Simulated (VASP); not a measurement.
**Cd2HgTe3: single point with PBE**

The system is Cd2HgTe3.

```xyz
6
Lattice="-2.1920 2.1920 9.2998 2.1920 -2.1920 9.2998 2.1920 2.1920 -9.2998" Properties=species:S:1:pos:R:3 pbc="T T T"
Cd    0.0000    0.0000   12.3998
Cd    0.0000    0.0000    6.1999
Hg    0.0000    0.0000    0.0000
Te    0.0000    0.0000    3.0999
Te    0.0000    0.0000   15.4997
Te    0.0000    0.0000    9.2998
```

- Program: VASP 6.6.1
- Task: single point
- Functional: PBE
- Potentials or basis: VASP PAW PBE potentials, release 64 (Cd, Hg, Te)
- Cutoff: 520 eV
- k mesh: 6 × 6 × 6
- Occupations: gaussian, width 0.1 eV
- Spin: no spin polarisation
- Dipole correction: no
- Further INCAR settings: ALGO = Normal; EDIFF = 1e-07; NBANDS = 36

```yaml
Pressure: -1.3 GPa
Largest_force: 0.225 eV/Å
Band_gap_on_the_k_mesh: zero (bands 27 and 28 overlap by 1.81 eV)
```

Forces in eV/Å, atoms in the order of the input:
```
Cd   0.000  0.000  0.089
Cd   0.000  0.000 -0.089
Hg   0.000  0.000  0.000
Te   0.000  0.000  0.225
Te   0.000  0.000 -0.225
Te   0.000  0.000  0.000
```

Stress tensor (GPa, compression positive):
```
-1.39  0.00  0.00
 0.00 -1.39  0.00
 0.00  0.00 -1.14
```

Levels at points of the mesh, in eV from the Fermi level:
| k point | band 25 | band 26 | band 27 | band 28 | band 29 | band 30 |
| --- | --- | --- | --- | --- | --- | --- |
| (0.00, 0.00, 0.00) | -0.79 | -0.47 | -0.47 | -0.47 | 0.11 | 0.11 |
| (0.50, 0.00, 0.00) | -0.08 | 0.07 | 0.18 | 2.39 | 2.75 | 2.81 |
| (0.50, 0.50, 0.00) | -2.44 | -1.94 | -1.94 | -1.60 | 0.94 | 1.17 |
| (0.50, 0.50, 0.50) | -0.92 | -0.92 | -0.80 | -0.80 | 2.03 | 2.26 |

Run time: 25 min on 1 thread of Intel Xeon 8259CL, on a shared host, peak memory 1 GiB.

Caveat: spin-orbit coupling is left out, which moves the levels of the heavy elements.
